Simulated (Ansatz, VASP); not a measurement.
# Sn in VASP and in Ansatz

```
Sn
1.0
     2.93317    0.00000    0.00000
     0.00000    2.93317    0.00000
     0.00000    0.00000    2.93317
Sn
1
Direct
  0.00000 0.00000 0.00000
```

Alike in both runs: task relaxation of cell and atoms; functional PBE; k mesh 14 × 14 × 14; occupations fermi-dirac, width 0.03 eV; no spin polarisation.

```csv
,VASP,Ansatz
version,VASP 6.6.1,Ansatz 0.2.0
potentials or method,"VASP PAW PBE potentials, release 64 (Sn_d)","PAW with Ansatz's earlier generated frozen-core files (soft_1), scalar-relativistic"
plane-wave cutoff (eV),600,420
valence electrons in the cell,14,14
```

Ansatz gave:

```
relaxed volume (Å³/atom)                                     : 29.43
relaxed cell length with the largest relative difference (Å) : 3.087
```

**Question.** Which values does VASP return?

**Answer.** Relaxed volume (Å³/atom): 29.39; relaxed cell length with the largest relative difference (Å): 3.086.

Noted on VASP's run: the volume moved by over 15 % at a fixed basis, so the end points are rough.
